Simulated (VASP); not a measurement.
# Ti (P6/mmm) in VASP: single point with PBE

Aim: the single point of Ti with PBE.

All numbers are computed with VASP 6.6.1; they aren't measurements. Logs are shortened: lines on timing, memory, paths and dates and some standing lists are left out, and cuts for length are marked.

## Step 1: The cell of the first run

The structure is hexagonal, space group P6/mmm (No. 191). Conventional cell: a = 2.731 Å, b = 2.731 Å, c = 2.737 Å, α = 90.00°, β = 90.00°, γ = 120.00°. Within 3.6 Å of Ti (site symmetry 6/mmm) lie 8 Ti at 2.73 to 2.74 Å.

This isn't the form of Ti at room conditions, which is hcp.

## Step 2: Single point, PBE

Input file INCAR:

```
SYSTEM = Ti
  PREC = Accurate
  ENCUT = 520
  EDIFF = 1E-7
  ISMEAR = 0
  SIGMA = 0.1
  LREAL = .False.
  LASPH = .True.
  NELM = 80
  ALGO = Fast
  ISIF = 2
  LWAVE = .False.
  LCHARG = .False.
  GGA = PE
  NBANDS = 12
```

Input file KPOINTS:

```
regular mesh
0
Gamma
  24 24 22
  0 0 0
```

Input file POSCAR:

```
Ti
1.0
    2.7308552675      0.0000000000      0.0000000000
   -1.3654276338      2.3649900357      0.0000000000
    0.0000000000      0.0000000000      2.7365956870
Ti
1
Direct
    0.0000000000      0.0000000000      0.0000000000
```

Potentials or basis: VASP PAW PBE potentials, release 64 (Ti_sv).

Command:

```
$ cat potpaw_PBE.64/Ti_sv/POTCAR > POTCAR
$ mpirun -np 1 vasp_std > vasp.out
```

OUTCAR:

```text
SYSTEM = Ti
   PREC = Accurate
   ENCUT = 520
   EDIFF = 1E-7
   ISMEAR = 0
   LREAL = .False.
   LASPH = .True.
   NELM = 80
   ISIF = 2
   GGA = PE

 ion  position               nearest neighbor table
   1  0.000  0.000  0.000-

  LATTYP: Found a hexagonal cell.
 ALAT       =     2.7308552675
 C/A-ratio  =     1.0021020592

  Lattice vectors:

 A1 = (   2.7308552675,   0.0000000000,   0.0000000000)
 A2 = (  -1.3654276338,   2.3649900357,   0.0000000000)
 A3 = (   0.0000000000,   0.0000000000,   2.7365956870)

Analysis of symmetry for initial positions (statically):
=====================================================================
 Subroutine PRICEL returns:
 Original cell was already a primitive cell.

 Routine SETGRP: Setting up the symmetry group for a
 hexagonal supercell.

 Subroutine GETGRP returns: Found 24 space group operations
 (whereof 24 operations were pure point group operations)
 out of a pool of 24 trial point group operations.

The static configuration has the point symmetry D_6h.

Analysis of symmetry for dynamics (positions and initial velocities):
=====================================================================
 Subroutine PRICEL returns:
 Original cell was already a primitive cell.

 Routine SETGRP: Setting up the symmetry group for a
 hexagonal supercell.

 Subroutine GETGRP returns: Found 24 space group operations
 (whereof 24 operations were pure point group operations)
 out of a pool of 24 trial point group operations.

The dynamic configuration has the point symmetry D_6h.

 Subroutine INISYM returns: Found 24 space group operations
 (whereof 24 operations are pure point group operations),
 and found     1 'primitive' translations

----------------------------------------------------------------------------------------

                                     Primitive cell

  volume of cell :      17.6742

  direct lattice vectors                    reciprocal lattice vectors
     2.730855267  0.000000000  0.000000000     0.366185646  0.211417381  0.000000000
    -1.365427634  2.364990036  0.000000000     0.000000000  0.422834762  0.000000000
     0.000000000  0.000000000  2.736595687     0.000000000  0.000000000  0.365417517

  length of vectors
     2.730855267  2.730855268  2.736595687     0.422834762  0.422834762  0.365417517

  position of ions in fractional coordinates (direct lattice)
     0.000000000  0.000000000  0.000000000

  ion indices of the primitive-cell ions
   primitive index   ion index
                 1           1

----------------------------------------------------------------------------------------

 KPOINTS: regular mesh

Automatic generation of k-mesh.
 Grid dimensions read from file:
 generate k-points for:   24   24   22

 Generating k-lattice:

  Cartesian coordinates                     Fractional coordinates (reciprocal lattice)
     0.015257735  0.008809058  0.000000000     0.041666667  0.000000000  0.000000000
     0.000000000  0.017618115  0.000000000     0.000000000  0.041666667  0.000000000
     0.000000000  0.000000000  0.016609887     0.000000000  0.000000000  0.045454545

  Length of vectors
     0.017618115  0.017618115  0.016609887

  Shift w.r.t. Gamma in fractional coordinates (k-lattice)
     0.000000000  0.000000000  0.000000000

 Subroutine IBZKPT returns following result:
 ===========================================

 Found    732 irreducible k-points:

 Following reciprocal coordinates:
            Coordinates               Weight
  0.000000  0.000000  0.000000      1.000000
  0.041667  0.000000  0.000000      6.000000
  0.083333  0.000000  0.000000      6.000000
  0.125000  0.000000  0.000000      6.000000
  0.166667  0.000000  0.000000      6.000000
  0.208333  0.000000  0.000000      6.000000
[... 16 lines left out ...]
  0.416667  0.041667  0.000000     12.000000
  0.458333  0.041667  0.000000     12.000000
 [... further k-points ...]
   k-points           NKPTS =    732   k-points in BZ     NKDIM =    732   number of bands    NBANDS=     12
   number of dos      NEDOS =    301   number of ions     NIONS =      1
   total plane-waves  NPLWV =   8000
   dimension x,y,z NGX =    20 NGY =   20 NGZ =   20
   dimension x,y,z NGXF=    40 NGYF=   40 NGZF=   40
   ions per type =               1
   NGX,Y,Z   is equivalent  to a cutoff of  12.18, 12.18, 12.15 a.u.
   NGXF,Y,Z  is equivalent  to a cutoff of  24.35, 24.35, 24.30 a.u.
 SYSTEM =  Ti
   PREC   = accura    normal or accurate (medium, high low for compatibility)
   ISTART =      0    job   : 0-new  1-cont  2-samecut
   ICHARG =      2    charge: 1-file 2-atom 10-const
   ISPIN  =      1    spin polarized calculation?
   LNONCOLLINEAR =      F non collinear calculations
   LSORBIT =      F    spin-orbit coupling
   LASPH  =      T    aspherical Exc in radial PAW
   ENCUT  =  520.0 eV  38.22 Ry    6.18 a.u.   5.08  5.08  5.09*2*pi/ulx,y,z
   NELM   =     80;   NELMIN=  2; NELMDL= -5     # of ELM steps
   EDIFF  = 0.1E-06   stopping-criterion for ELM
   LREAL  =      F    real-space projection
   EDIFFG = 0.1E-05   stopping-criterion for IOM
   NSW    =      0    number of steps for IOM
   IBRION =     -1    ionic relax: 0-MD 1-quasi-New 2-CG
   NFREE  =      0    steps in history (QN), initial steepest desc. (CG)
   ISIF   =      2    stress and relaxation
   ISYM   =      2    0-nonsym 1-usesym 2-fastsym
   POTIM  = 0.5000    time-step for ionic-motion
   TEBEG  =    0.0;   TEEND  =   0.0 temperature during run
   PSTRESS=    0.0 pullay stress
   NELECT =      12.0000    total number of electrons
   NUPDOWN=      -1.0000    fix difference up-down
   EMIN   =  10.00;   EMAX   =-10.00  energy-range for DOS
   EFERMI =   0.00;   METHOD = LEGACY
   ISMEAR =     0;   SIGMA  =   0.10  broadening in eV -4-tet -1-fermi 0-gaus
   EFERMI_NEDOS =   21; number of points for ismear=-14 and -15
   IALGO  =     68    algorithm
   IMIX   =      4    mixing-type and parameters
     AMIX     =   0.40;   BMIX     =  1.00
     AMIX_MAG =   1.60;   BMIX_MAG =  1.00
  volume/ion in A,a.u.               =      17.67       119.27
  Fermi-wavevector in a.u.,A,eV,Ry     =   1.438873  2.719075 28.168884  2.070355
  Thomas-Fermi vector in A             =   2.557791
   LORBIT       =      0    0 simple, 1 ext, 2 COOP (PROOUT), +10 PAW based schemes
   GGA     = PE    functional components
   LHFCALC =     F    Hartree Fock is set to
   AEXX    =    0.0000 exact exchange contribution
   IVDW    =     0    specifies the selected vdW correction
   LEPSILON=     F    determine dielectric tensor
   LRPA    =     F    only Hartree local field effects (RPA)
 non-spin polarized calculation
 RMM-DIIS sequential band-by-band and
 Gauss-broadening in eV      SIGMA  =   0.10
  energy-cutoff  :      520.00
  volume of cell :       17.67
 maximum number of plane-waves:       492
   NGX = 11   NGY = 11   NGZ = 11

 number of electron      12.0000004 magnetization

 Free energy of the ion-electron system (eV)
  ---------------------------------------------------
  ext. energy  EPLUGINS =         0.00000000
  ---------------------------------------------------
  free energy    TOTEN  =        -7.47819198 eV

  energy without entropy =       -7.47401515  energy(sigma->0) =       -7.47610356

 E-fermi :   7.8670     XC(G=0): -11.3563

 val. band max:        7.8652994155   @ k =   0.2500   0.1667   0.0000
 cond. band min:       7.8685750328   @ k =   0.3333   0.2500   0.0000
 fundamental gap:      0.0032756173
 Fermi energy:         7.8669729110

 k-point     1 :       0.0000    0.0000    0.0000
  band No.  band energies     occupation
      1     -48.7045      2.00000
      2     -24.6490      2.00000
      3     -24.4180      2.00000
      4     -24.4180      2.00000
      5       2.0814      2.00000
      6       6.6015      2.00000
      7       9.0172      0.00000
      8       9.0172      0.00000
      9      11.7528      0.00000
     10      11.7528      0.00000
     11      22.0384      0.00000
     12      24.0669      0.00000

 k-point     2 :       0.0417    0.0000    0.0000
  band No.  band energies     occupation
      1     -48.7017      2.00000
      2     -24.6472      2.00000
      3     -24.4341      2.00000
      4     -24.4216      2.00000
      5       2.1390      2.00000
      6       6.6267      2.00000
      7       8.9673      0.00000
      8       9.0602      0.00000
      9      11.7032      0.00000
     10      11.7453      0.00000
     11      22.1395      0.00000
     12      24.0852      0.00000

 k-point     3 :       0.0833    0.0000    0.0000
  band No.  band energies     occupation
      1     -48.6935      2.00000
      2     -24.6417      2.00000
      3     -24.4813      2.00000
      4     -24.4320      2.00000
      5       2.3094      2.00000
      6       6.7000      2.00000
      7       8.8264      0.00000
      8       9.1879      0.00000
      9      11.5619      0.00000
     10      11.7236      0.00000
     11      22.4346      0.00000
     12      24.0816      0.00000
[... 286 lines left out ...]
 k-point    23 :       0.4167    0.0417    0.0000
  band No.  band energies     occupation
      1     -48.5422      2.00000
      2     -25.2859      2.00000
      3     -24.6249      2.00000
      4     -24.5426      2.00000
      5       5.4778      2.00000
      6       7.3783      2.00000
      7       8.7161      0.00000
      8       9.6665      0.00000
      9      11.3218      0.00000
     10      12.1588      0.00000
     11      16.7004      0.00000
     12      22.1085      0.00000

 k-point    24 :       0.4583    0.0417    0.0000
  band No.  band energies     occupation
      1     -48.5365      2.00000
      2     -25.3147      2.00000
      3     -24.6319      2.00000
      4     -24.5389      2.00000
      5       5.5151      2.00000
      6       7.5152      2.00000
      7       8.7941      0.00000
      8       9.6102      0.00000
      9      11.3074      0.00000
     10      12.3111      0.00000
     11      16.3478      0.00000
     12      21.9154      0.00000

 [... further k-points ...]
[... 5 lines left out ...]
  --------------------------------------------------------------------------------------
  -------------------------------------------------------------------------------------
  Total       -0.0225322     -0.0225322     -0.0159715      0.0000000     -0.0000000      0.0000000
  in kB       -2.0425627     -2.0425627     -1.4478329      0.0000000     -0.0000000      0.0000000
  external PRESSURE =      -1.8443195 kB  Pullay stress =       0.0000000 kB

 VOLUME and BASIS-vectors are now :
 -----------------------------------------------------------------------------
  energy-cutoff  :      520.00
  volume of cell :       17.67
      direct lattice vectors                 reciprocal lattice vectors
     2.730855267  0.000000000  0.000000000     0.366185646  0.211417381  0.000000000
    -1.365427634  2.364990036  0.000000000     0.000000000  0.422834762  0.000000000
     0.000000000  0.000000000  2.736595687     0.000000000  0.000000000  0.365417517

 POSITION                                       TOTAL-FORCE (eV/Angst)
 -----------------------------------------------------------------------------------
      0.00000      0.00000      0.00000         0.000000      0.000000      0.000000
 -----------------------------------------------------------------------------------
    total drift:                               -0.000000      0.000000     -0.000000

  FREE ENERGIE OF THE ION-ELECTRON SYSTEM (eV)
  ---------------------------------------------------
  free  energy   TOTEN  =        -7.4781919797 eV

  energy  without entropy=       -7.4740151488  energy(sigma->0) =       -7.47610356
```

Wall time 2.4 min (1 thread of AMD EPYC 9R45 (Zen 5), shared host); peak memory 0.22 GiB.

Results:

| Quantity | Value |
| --- | --- |
| Free energy | -7.4782 eV |
| Pressure | -0.2 GPa |
| Band gap on the k mesh | zero (bands 6 and 7 overlap by 0.63 eV) |
